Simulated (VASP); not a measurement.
Ta: single point with PBE

Ta:

```xyz
1
Lattice="-2.4272 1.7337 1.7337 1.7337 -2.4272 1.7337 1.7337 1.7337 -2.4272" Properties=species:S:1:pos:R:3 pbc="T T T"
Ta    0.0000    0.0000    0.0000
```

This cell differs from its parent crystal: ratio of the length along [111] to the lengths across it x 0.5, volume and fractional coordinates fixed.

- Program: VASP 6.6.1
- Task: single point
- Functional: PBE
- Potentials or basis: VASP PAW PBE potentials, release 64 (Ta_pv)
- Cutoff: 520 eV
- k mesh: 22 × 22 × 22
- Occupations: gaussian, width 0.15 eV
- Spin: no spin polarisation
- Dipole correction: no
- Further INCAR settings: ALGO = Fast; EDIFF = 1e-06; NBANDS = 12

```
Pressure               : 174.1 GPa
Band gap on the k mesh : zero (an odd number of electrons rules out a gap without spin polarisation)
```

Stress tensor (GPa, compression positive):
```
174.08 198.18 198.18
198.18 174.08 198.18
198.18 198.18 174.08
```

Levels at points of the mesh, in eV from the Fermi level:
```tsv
k point	band 1	band 2	band 3	band 4	band 5	band 6	band 7	band 8	band 9	band 10
(0.00, 0.00, 0.00)	-35.99	-35.99	-26.27	-8.27	-3.43	-2.43	-2.43	8.39	15.89	15.89
(0.50, 0.00, 0.00)	-44.20	-32.57	-32.52	-7.07	-6.49	4.22	4.43	6.65	6.74	12.62
(0.50, 0.50, 0.00)	-36.24	-36.05	-26.28	-5.78	-3.89	-1.12	0.85	3.04	8.07	15.94
(0.50, 0.50, 0.50)	-44.19	-32.59	-32.59	-7.18	-7.18	5.16	5.16	9.48	10.48	10.48
```

It took 2.4 min on 1 thread of Intel(R) Xeon(R) 6975P-C (Granite Rapids), with other jobs on the host, peak memory 0.34 GiB.

Caveat: atoms lie so close that the PAW spheres overlap strongly, which falsifies energies and pressures; the cell stands under pressure; spin-orbit coupling is left out, which moves the levels of the heavy elements.
